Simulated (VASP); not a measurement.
A run of VASP 6.6.1 is set up as follows.

File INCAR:

```
PREC = Accurate ; ENCUT = 520
EDIFF = 1E-6 ; ISMEAR = 1
SIGMA = 0.05 ; LREAL = False
LASPH = True ; NELM = 60
ALGO = Normal ; ISIF = 2
LWAVE = False ; LCHARG = True
LELF = True ; LVHAR = True
NBANDS = 27
```

KPOINTS

```
regular mesh
0
Gamma
  5 5 5
```

The input POSCAR:

```
CsLaO3
1.0
    4.7653500000      0.0000000000      0.0000000000
    0.0000000000      4.7653500000      0.0000000000
    0.0000000000      0.0000000000      4.7653500000
Cs La O
1 1 3
Direct
    0.0000000000      0.0000000000      0.0000000000
    0.5000000000      0.5000000000      0.5000000000
    0.5000000000      0.5000000000     -0.0104924087
    0.5000000000      0.0000000000      0.5000000000
    0.0000000000      0.5000000000      0.5000000000
```

Potentials or basis: VASP PAW LDA potentials, release 64 (Cs_sv, La, O).

Launch:

```sh
$ cat potpaw_LDA.64/Cs_sv/POTCAR potpaw_LDA.64/La/POTCAR potpaw_LDA.64/O/POTCAR > POTCAR
$ mpirun -np 1 vasp_std > vasp.out
```

(1) Predict the band gap on the k mesh.

(2) Estimate the largest force.

Results:

(1) zero (bands 19 and 20 overlap by 0.36 eV).

(2) 0.175 eV/Å.

Caveat: the cell stands under tension; spin-orbit coupling is left out, which moves the levels of the heavy elements.
